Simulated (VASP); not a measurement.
Input of a VASP 6.6.1 run:

Contents of INCAR:

```
PREC = Accurate
ENCUT = 600
EDIFF = 1E-7
ISMEAR = -1
SIGMA = 0.05
LREAL = False
LASPH = True
NELM = 80
ALGO = Normal
ISIF = 3
LWAVE = False
LCHARG = False
GGA = PE
IBRION = 2
NSW = 60
EDIFFG = -0.005
PSTRESS = 810.0
```

KPOINTS

```
regular mesh
0
Gamma
  17 17 17
```

Contents of POSCAR:

```
Y
1.0
   -1.5853998393      1.5853998393      1.5853998393
    1.5853998393     -1.5853998393      1.5853998393
    1.5853998393      1.5853998393     -1.5853998393
Y
1
Direct
    0.0000000000      0.0000000000      0.0000000000
```

Potentials or basis: VASP PAW PBE potentials, release 64 (Y_sv).

The run is started by

```console
$ cat potpaw_PBE.64/Y_sv/POTCAR > POTCAR
$ mpirun -np 1 vasp_std > vasp.out
```

(1) What does it give for the space group after relaxing (to 0.05 Å)?

(2) Predict the relaxed volume.

Results:

(1) Im-3m (No. 229).

(2) 15.98 Å³/atom.

Caveat: the cell is relaxed towards a set pressure, so the enthalpy falls and the energy may rise.
